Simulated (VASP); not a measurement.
# C in VASP: notebook

The runs below take C through single point, relaxation of cell and atoms, with PBE+D3(BJ).

All numbers are computed with VASP 6.6.1; they aren't measurements. Logs are shortened: lines on timing, memory, paths and dates and some standing lists are left out, and cuts for length are marked.

## (1) The cell of the first run

The typed cell holds 4 atoms: a = 2.465 Å, b = 2.465 Å, c = 6.807 Å, α = 90.00°, β = 90.00°, γ = 119.98°.

## (2) Single point, PBE+D3(BJ)

File INCAR:

```
SYSTEM = C
PREC     = Accurate       ! precision mode
ENCUT    = 520            ! plane-wave cutoff, eV
EDIFF    = 1E-6           ! SCF threshold, eV
ISMEAR   = 0              ! smearing method
SIGMA    = 0.1            ! smearing width, eV
LREAL    = .False.        ! projectors in reciprocal space
LASPH    = .True.         ! aspherical terms in the spheres
NELM     = 80             ! most SCF steps
ALGO     = Normal         ! electronic algorithm
ISIF     = 2              ! what is computed and relaxed
LWAVE    = .False.        ! write WAVECAR
LCHARG   = .True.         ! write CHGCAR
GGA      = PE             ! functional
IVDW     = 12             ! dispersion correction
LELF     = .True.         ! ELF
LVHAR    = .True.       
NBANDS   = 16             ! bands
```

File KPOINTS:

```
Automatic mesh
0
Gamma
  18 18 6
  0 0 0
```

File POSCAR:

```
C
1.0
    1.2327770951     -2.1341626517      0.0000000000
    1.2327770951      2.1341626517      0.0000000000
    0.0000000000      0.0000000000      6.8066279410
C
4
Direct
    0.0833109450      0.9166890550      0.7499827603
    0.5833109450      0.4166890550      0.2500172397
    0.9166890550      0.0833109450      0.2500172397
    0.4166890550      0.5833109450      0.7499827603
```

Potentials or basis: VASP PAW PBE potentials, release 64 (C).

Started as:

```sh
cat potpaw_PBE.64/C/POTCAR > POTCAR
mpirun -np 1 vasp_std > vasp.out
```

OUTCAR:

```text
SYSTEM = C
   PREC = Accurate
   ENCUT = 520
   EDIFF = 1E-6
   ISMEAR = 0
   LREAL = .False.
   LASPH = .True.
   NELM = 80
   ISIF = 2
   GGA = PE
   IVDW = 12
 IVDW          = 12

 ion  position               nearest neighbor table
   1  0.083  0.917  0.750-   4 1.42   4 1.42   4 1.42
   2  0.583  0.417  0.250-   3 1.42   3 1.42   3 1.42
   3  0.917  0.083  0.250-   2 1.42   2 1.42   2 1.42
   4  0.417  0.583  0.750-   1 1.42   1 1.42   1 1.42

  LATTYP: Found a base centered orthorhombic cell.
 ALAT       =     2.4655541902
 B/A-ratio  =     1.7311829204
 C/A-ratio  =     2.7606888415

  Lattice vectors:

 A1 = (   1.2327770951,  -2.1341626517,   0.0000000000)
 A2 = (   1.2327770951,   2.1341626517,   0.0000000000)
 A3 = (   0.0000000000,   0.0000000000,   6.8066279410)

Analysis of symmetry for initial positions (statically):
=====================================================================
 Subroutine PRICEL returns:
 Original cell was already a primitive cell.

 Routine SETGRP: Setting up the symmetry group for a
 base centered orthorhombic supercell.

 Subroutine GETGRP returns: Found  8 space group operations
 (whereof  4 operations were pure point group operations)
 out of a pool of  8 trial point group operations.

The static configuration has the point symmetry C_2h.
 The point group associated with its full space group is D_2h.

Analysis of symmetry for dynamics (positions and initial velocities):
=====================================================================
 Subroutine PRICEL returns:
 Original cell was already a primitive cell.

 Routine SETGRP: Setting up the symmetry group for a
 base centered orthorhombic supercell.

 Subroutine GETGRP returns: Found  8 space group operations
 (whereof  4 operations were pure point group operations)
 out of a pool of  8 trial point group operations.

The dynamic configuration has the point symmetry C_2h.
 The point group associated with its full space group is D_2h.

 Subroutine INISYM returns: Found  8 space group operations
 (whereof  4 operations are pure point group operations),
 and found     1 'primitive' translations

----------------------------------------------------------------------------------------

                                     Primitive cell

  volume of cell :      35.8158

  direct lattice vectors                    reciprocal lattice vectors
     1.232777095 -2.134162652  0.000000000     0.405588327 -0.234283924  0.000000000
     1.232777095  2.134162652  0.000000000     0.405588327  0.234283924  0.000000000
     0.000000000  0.000000000  6.806627941     0.000000000  0.000000000  0.146915625

  length of vectors
     2.464627678  2.464627678  6.806627941     0.468391768  0.468391768  0.146915625

  position of ions in fractional coordinates (direct lattice)
     0.083310945  0.916689055  0.749982760
     0.583310945  0.416689055  0.250017240
     0.916689055  0.083310945  0.250017240
     0.416689055  0.583310945  0.749982760

  ion indices of the primitive-cell ions
   primitive index   ion index
                 1           1
                 2           2
                 3           3
                 4           4

----------------------------------------------------------------------------------------

 KPOINTS: Automatic mesh

Automatic generation of k-mesh.
 Grid dimensions read from file:
 generate k-points for:   18   18    6

 Generating k-lattice:

  Cartesian coordinates                     Fractional coordinates (reciprocal lattice)
     0.022532685 -0.013015774  0.000000000     0.055555556  0.000000000  0.000000000
     0.022532685  0.013015774  0.000000000     0.000000000  0.055555556  0.000000000
     0.000000000  0.000000000  0.024485938     0.000000000  0.000000000  0.166666667

  Length of vectors
     0.026021765  0.026021765  0.024485938

  Shift w.r.t. Gamma in fractional coordinates (k-lattice)
     0.000000000  0.000000000  0.000000000

 Subroutine IBZKPT returns following result:
 ===========================================

 Found    364 irreducible k-points:

 Following reciprocal coordinates:
            Coordinates               Weight
  0.000000  0.000000  0.000000      1.000000
  0.055556  0.000000  0.000000      4.000000
  0.111111  0.000000  0.000000      4.000000
  0.166667  0.000000  0.000000      4.000000
  0.222222  0.000000  0.000000      4.000000
  0.277778  0.000000  0.000000      4.000000
[... 16 lines left out ...]
 -0.277778  0.055556  0.000000      4.000000
 -0.222222  0.055556  0.000000      4.000000
 [... further k-points ...]
   k-points           NKPTS =    364   k-points in BZ     NKDIM =    364   number of bands    NBANDS=     16
   number of dos      NEDOS =    301   number of ions     NIONS =      4
   total plane-waves  NPLWV =  17496
   dimension x,y,z NGX =    18 NGY =   18 NGZ =   54
   dimension x,y,z NGXF=    36 NGYF=   36 NGZF=  108
   ions per type =               4
   NGX,Y,Z   is equivalent  to a cutoff of  12.14, 12.14, 13.19 a.u.
   NGXF,Y,Z  is equivalent  to a cutoff of  24.28, 24.28, 26.38 a.u.
 SYSTEM =  C
   PREC   = accura    normal or accurate (medium, high low for compatibility)
   ISTART =      0    job   : 0-new  1-cont  2-samecut
   ICHARG =      2    charge: 1-file 2-atom 10-const
   ISPIN  =      1    spin polarized calculation?
   LNONCOLLINEAR =      F non collinear calculations
   LSORBIT =      F    spin-orbit coupling
   LASPH  =      T    aspherical Exc in radial PAW
   ENCUT  =  520.0 eV  38.22 Ry    6.18 a.u.   4.58  4.58 12.66*2*pi/ulx,y,z
   NELM   =     80;   NELMIN=  2; NELMDL= -5     # of ELM steps
   EDIFF  = 0.1E-05   stopping-criterion for ELM
   LREAL  =      F    real-space projection
   EDIFFG = 0.1E-04   stopping-criterion for IOM
   NSW    =      0    number of steps for IOM
   IBRION =     -1    ionic relax: 0-MD 1-quasi-New 2-CG
   NFREE  =      0    steps in history (QN), initial steepest desc. (CG)
   ISIF   =      2    stress and relaxation
   ISYM   =      2    0-nonsym 1-usesym 2-fastsym
   POTIM  = 0.5000    time-step for ionic-motion
   TEBEG  =    0.0;   TEEND  =   0.0 temperature during run
   PSTRESS=    0.0 pullay stress
   NELECT =      16.0000    total number of electrons
   NUPDOWN=      -1.0000    fix difference up-down
   EMIN   =  10.00;   EMAX   =-10.00  energy-range for DOS
   EFERMI =   0.00;   METHOD = LEGACY
   ISMEAR =     0;   SIGMA  =   0.10  broadening in eV -4-tet -1-fermi 0-gaus
   EFERMI_NEDOS =   21; number of points for ismear=-14 and -15
   IALGO  =     38    algorithm
   IMIX   =      4    mixing-type and parameters
     AMIX     =   0.40;   BMIX     =  1.00
     AMIX_MAG =   1.60;   BMIX_MAG =  1.00
  volume/ion in A,a.u.               =       8.95        60.42
  Fermi-wavevector in a.u.,A,eV,Ry     =   1.251479  2.364952 21.309430  1.566199
  Thomas-Fermi vector in A             =   2.385424
   LORBIT       =      0    0 simple, 1 ext, 2 COOP (PROOUT), +10 PAW based schemes
   GGA     = PE    functional components
   LHFCALC =     F    Hartree Fock is set to
   AEXX    =    0.0000 exact exchange contribution
   IVDW    =    12    specifies the selected vdW correction
   LEPSILON=     F    determine dielectric tensor
   LRPA    =     F    only Hartree local field effects (RPA)
 non-spin polarized calculation
 Gauss-broadening in eV      SIGMA  =   0.10
  energy-cutoff  :      520.00
  volume of cell :       35.82
 maximum number of plane-waves:       985
   NGX =  9   NGY =  9   NGZ = 25

 number of electron      15.9999998 magnetization

 Free energy of the ion-electron system (eV)
  ---------------------------------------------------
  ext. energy  EPLUGINS =         0.00000000
  ---------------------------------------------------
  free energy    TOTEN  =       -36.84968711 eV

  energy without entropy =      -36.84936212  energy(sigma->0) =      -36.84952462

 E-fermi :   4.5562     XC(G=0): -10.2230

 val. band max:        4.4495921205   @ k =   0.3333   0.3333   0.3333
 cond. band min:       4.5576056273   @ k =   0.3333   0.3333   0.5000
 fundamental gap:      0.1080135068
 Fermi energy:         4.5561501744

 k-point     1 :       0.0000    0.0000    0.0000
  band No.  band energies     occupation
      1     -15.0831      2.00000
      2     -14.8144      2.00000
      3      -3.9001      2.00000
      4      -2.0707      2.00000
      5       1.5258      2.00000
      6       1.5432      2.00000
[... 8 lines left out ...]
     15      15.9545      0.00000
     16      16.0838      0.00000

 k-point     2 :       0.0556    0.0000    0.0000
  band No.  band energies     occupation
      1     -15.0095      2.00000
      2     -14.7420      2.00000
      3      -3.8107      2.00000
      4      -1.9868      2.00000
      5       1.2311      2.00000
      6       1.2582      2.00000
[... 8 lines left out ...]
     15      15.6826      0.00000
     16      15.8437      0.00000

 k-point     3 :       0.1111    0.0000    0.0000
  band No.  band energies     occupation
      1     -14.7890      2.00000
      2     -14.5252      2.00000
      3      -3.5433      2.00000
      4      -1.7365      2.00000
      5       0.4062      2.00000
      6       0.4468      2.00000
[... 8 lines left out ...]
     15      15.0446      0.00000
     16      15.1779      0.00000

 k-point     4 :       0.1667    0.0000    0.0000
  band No.  band energies     occupation
      1     -14.4226      2.00000
      2     -14.1649      2.00000
      3      -3.1004      2.00000
      4      -1.3236      2.00000
      5      -0.7782      2.00000
      6      -0.7192      2.00000
[... 8 lines left out ...]
     15      15.4413      0.00000
     16      15.4418      0.00000
[... 324 lines left out ...]
 k-point    22 :      -0.3333    0.0556    0.0000
  band No.  band energies     occupation
      1     -12.8311      2.00000
      2     -12.5995      2.00000
      3      -4.3591      2.00000
      4      -4.2537      2.00000
      5      -1.2230      2.00000
      6      -1.2063      2.00000
[... 8 lines left out ...]
     15      18.6725      0.00000
     16      19.2589      0.00000

 k-point    23 :      -0.2778    0.0556    0.0000
  band No.  band energies     occupation
      1     -13.5500      2.00000
      2     -13.3066      2.00000
      3      -2.8975      2.00000
      4      -2.8149      2.00000
      5      -2.0550      2.00000
      6      -0.6960      2.00000
[... 8 lines left out ...]
     15      17.3494      0.00000
     16      17.5651      0.00000

 k-point    24 :      -0.2222    0.0556    0.0000
  band No.  band energies     occupation
      1     -14.1305      2.00000
      2     -13.8776      2.00000
      3      -2.7494      2.00000
      4      -1.4928      2.00000
      5      -1.4352      2.00000
      6      -0.9961      2.00000
[... 8 lines left out ...]
     15      15.8744      0.00000
     16      15.9976      0.00000

 [... further k-points ...]

------------------------ aborting loop because EDIFF is reached ----------------------------------------

 Edisp (eV)   -0.61472

 E8    (eV) :    -0.1738

  FORCE on cell =-STRESS in cart. coord.  units (eV):
  Direction    XX          YY          ZZ          XY          YZ          ZX
  --------------------------------------------------------------------------------------
  -------------------------------------------------------------------------------------
  Total       0.15386     0.15522    -0.03263     0.00000     0.00000     0.00000
  in kB       6.88285     6.94355    -1.45980     0.00000     0.00000     0.00000
  external pressure =        4.12 kB  Pullay stress =        0.00 kB

 VOLUME and BASIS-vectors are now :
 -----------------------------------------------------------------------------
  energy-cutoff  :      520.00
  volume of cell :       35.82
      direct lattice vectors                 reciprocal lattice vectors
     1.232777095 -2.134162652  0.000000000     0.405588327 -0.234283924  0.000000000
     1.232777095  2.134162652  0.000000000     0.405588327  0.234283924  0.000000000
     0.000000000  0.000000000  6.806627941     0.000000000  0.000000000  0.146915625

 POSITION                                       TOTAL-FORCE (eV/Angst)
 -----------------------------------------------------------------------------------
      1.23278      1.77856      5.10485         0.000000      0.000357      0.000074
      1.23278     -0.35560      1.70177         0.000000      0.000357     -0.000074
      1.23278     -1.77856      1.70177         0.000000     -0.000357     -0.000074
      1.23278      0.35560      5.10485         0.000000     -0.000357      0.000074
 -----------------------------------------------------------------------------------
    total drift:                                0.000000     -0.000000     -0.000000

  FREE ENERGIE OF THE ION-ELECTRON SYSTEM (eV)
  ---------------------------------------------------
  free  energy   TOTEN  =       -37.4644056835 eV

  energy  without entropy=      -37.4640806912  energy(sigma->0) =      -37.46424319
```

Wall time 1.7 min (1 thread of AMD EPYC 7R13 (Zen 3), shared host); peak memory 0.24 GiB.

What came out:

```
Free energy                : -37.4644 eV
Pressure                   : 0.4 GPa
Band gap on the k mesh     : zero (filled and empty bands touch)
Dispersion energy per atom : -0.154 eV
```

Stress tensor (GPa, compression positive):
```
 0.69  0.00  0.00
 0.00  0.69  0.00
 0.00  0.00 -0.15
```

## (3) Relaxation of cell and atoms, PBE+D3(BJ)

This run uses another cell than the first one, of 9.37 Å³/atom.

File INCAR:

```
ALGO = Normal ; EDIFF = 1E-6
EDIFFG = -0.02 ; ENCUT = 600
GGA = PE ; IBRION = 2
ISIF = 3 ; ISMEAR = 0
IVDW = 12 ; LASPH = True
LCHARG = False ; LREAL = False
LWAVE = False ; NELM = 100
NSW = 90 ; PREC = Accurate
SIGMA = 0.1
```

File KPOINTS:

```
k-points
0
Gamma
  18 18 6
```

File POSCAR:

```
C
1.0
    1.2280479700     -2.1270618200      0.0000000000
    1.2280479700      2.1270618200      0.0000000000
    0.0000000000      0.0000000000      7.1732677600
C
4
Direct
    0.0833794600      0.9166205400      0.7531376000
    0.5833794600      0.4166205400      0.2468624000
    0.9166205400      0.0833794600      0.2468624000
    0.4166205400      0.5833794600      0.7531376000
```

Potentials or basis: VASP PAW PBE potentials, release 64 (C).

Started as:

```sh
cat potpaw_PBE.64/C/POTCAR > POTCAR
mpirun -np 1 vasp_std > vasp.out
```

Run time: 16 min. Hardware: 1 thread of AMD EPYC 7R13 (Zen 3), shared host; peak memory 0.27 GiB.

The run converged. Its results:

| Property | Result |
| --- | --- |
| Free energy | -37.4774 eV |
| Relaxed volume | 8.87 Å³/atom |
| Relaxed cell | a = 2.465 Å, b = 2.465 Å, c = 6.745 Å, α = 90.00°, β = 90.00°, γ = 119.95° |
| Space group after relaxing (to 0.1 Å) | Fmmm (No. 69) |
| Energy gained by relaxing | 4.4 meV/atom |
| Ionic steps | 18 |
| Pressure after relaxing | 0.0 GPa |
| Largest force after relaxing | 0.014 eV/Å |
| Dispersion energy per atom | -0.155 eV |

Forces on the atoms (eV/Å):
```
C    0.000 -0.008 -0.012
C    0.000 -0.008  0.012
C    0.000  0.008  0.012
C    0.000  0.008 -0.012
```

Stress tensor (GPa, compression positive):
```
-0.16  0.00  0.00
 0.00  0.16  0.00
 0.00  0.00 -0.07
```

The path:
```tsv
step	energy change (eV)	largest force (eV/Å)	pressure (GPa)	volume (Å³)
1	0.0000	0.0254	2.67	37.48
2	0.0202	0.0936	-7.91	38.33
3	-0.0048	0.0156	-0.70	37.73
4	-0.0061	0.0483	-0.73	37.58
5	-0.0089	0.2356	-0.77	37.14
6	-0.0076	0.6193	-0.77	36.25
7	-0.0095	0.3628	-0.79	36.84
8	-0.0096	0.3589	-0.78	36.83
9	-0.0101	0.3475	-0.74	36.78
10	-0.0111	0.3249	-0.73	36.68
11	-0.0127	0.2795	-0.66	36.48
12	-0.0154	0.1891	-0.50	36.07
13	-0.0172	0.0154	-0.12	35.27
14	-0.0172	0.0405	-0.19	35.40
15	-0.0174	0.0235	-0.16	35.43
16	-0.0176	0.0222	-0.04	35.49
17	-0.0176	0.0263	-0.03	35.50
18	-0.0176	0.0145	-0.02	35.50
```

Final structure:
```xyz
4
Lattice="1.2331 -2.1338 0.0000 1.2331 2.1338 0.0000 0.0000 0.0000 6.7452" Properties=species:S:1:pos:R:3 pbc="T T T"
C     1.2331    1.7784    5.0757
C     1.2331   -0.3554    1.6695
C     1.2331   -1.7784    1.6695
C     1.2331    0.3554    5.0757
```

The gap in the log of VASP goes by the Fermi energy; the results here count the filled bands.